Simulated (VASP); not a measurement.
## LiBr: electric field gradients with PBE

The system is LiBr.

```
CELL_PARAMETERS angstrom
0.00000 2.74450 2.74450
2.74450 0.00000 2.74450
2.74450 2.74450 0.00000
ATOMIC_POSITIONS crystal
Li 0.00000 0.00000 0.00000
Br 0.50000 0.50000 0.50000
```

```
Program                : VASP 6.6.1
Task                   : electric field gradients
Functional             : PBE
Potentials or basis    : VASP PAW PBE potentials, release 64 (Li_sv, Br)
Cutoff                 : 650 eV
k mesh                 : 8 × 8 × 8
Occupations            : fermi-dirac, width 0.03 eV
Spin                   : no spin polarisation
Dipole correction      : no
Further INCAR settings : ALGO = Normal; EDIFF = 1e-08; NBANDS = 12
```

```yaml
Pressure: 0.2 GPa
Band_gap_on_the_k_mesh: 4.98 eV, direct
```

Levels at points of the mesh, in eV from the valence-band top:
```csv
k point,band 3,band 4,band 5,band 6,band 7,band 8
"(0.00, 0.00, 0.00)",0.00,0.00,0.00,4.98,10.51,10.51
"(0.50, 0.00, 0.00)",-2.90,-0.26,-0.26,5.63,8.11,8.11
"(0.50, 0.50, 0.00)",-2.91,-1.15,-1.15,6.26,7.10,11.68
```

It took 16 s on 1 thread of Intel(R) Xeon(R) Platinum 8375C CPU @ 2.90GHz (Ice Lake), with other jobs on the host, peak memory 0.18 GiB.

Caveat: without QUAD_EFG the Cq values of the log hold for a quadrupole moment of 1 mb, not for the nuclei. As with any semilocal functional, this PBE gap is likely too small.
